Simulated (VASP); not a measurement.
Input of a VASP 6.6.1 run:

Contents of INCAR:

```
  ALGO = Normal
  EDIFF = 1E-7
  ENCUT = 520
  GGA = PE
  ISIF = 2
  ISMEAR = 0
  LASPH = True
  LCHARG = False
  LREAL = False
  LWAVE = False
  NBANDS = 65
  NELECT = 102.0
  NELM = 60
  PREC = Accurate
  SIGMA = 0.05
```

Contents of KPOINTS:

```
k-points
0
Gamma
  4 4 4
```

File POSCAR:

```
Hf5O9
1.0
   -5.0981362878      0.0000000000      0.0000000000
   -2.5490681439      5.0981362878     -2.5490681439
   -2.5490681439     -2.5490681439     -5.0981362878
Hf O
5 9
Direct
    0.8000000000      0.8000000000      0.6000000000
    0.6000000000      0.6000000000      0.2000000000
    0.4000000000      0.4000000000      0.8000000000
    0.2000000000      0.2000000000      0.4000000000
    1.0000000000      0.0000000000      1.0000000000
    0.0500000000      0.3000000000      0.1000000000
    0.8500000000      0.1000000000      0.7000000000
    0.6500000000      0.9000000000      0.3000000000
    0.4500000000      0.7000000000      0.9000000000
    0.9500000000      0.7000000000      0.9000000000
    0.7500000000      0.5000000000      0.5000000000
    0.5500000000      0.3000000000      0.1000000000
    0.3173017765      0.1000000000      0.7000000000
    0.1500000000      0.9000000000      0.3000000000
```

Potentials or basis: VASP PAW PBE potentials, release 64 (Hf_pv, O).

Launch:

```bash
$ cat potpaw_PBE.64/Hf_pv/POTCAR potpaw_PBE.64/O/POTCAR > POTCAR
$ mpirun -np 1 vasp_std > vasp.out
```

(1) Predict the largest force.

Answers

(1) 4.464 eV/Å.

Caveat: the cell carries a net charge on a neutralising background, which shifts energy and pressure; the cell differs from its parent crystal (atom 13 moved 0.000 of the way to it and +0.167 Å across, host rigid).
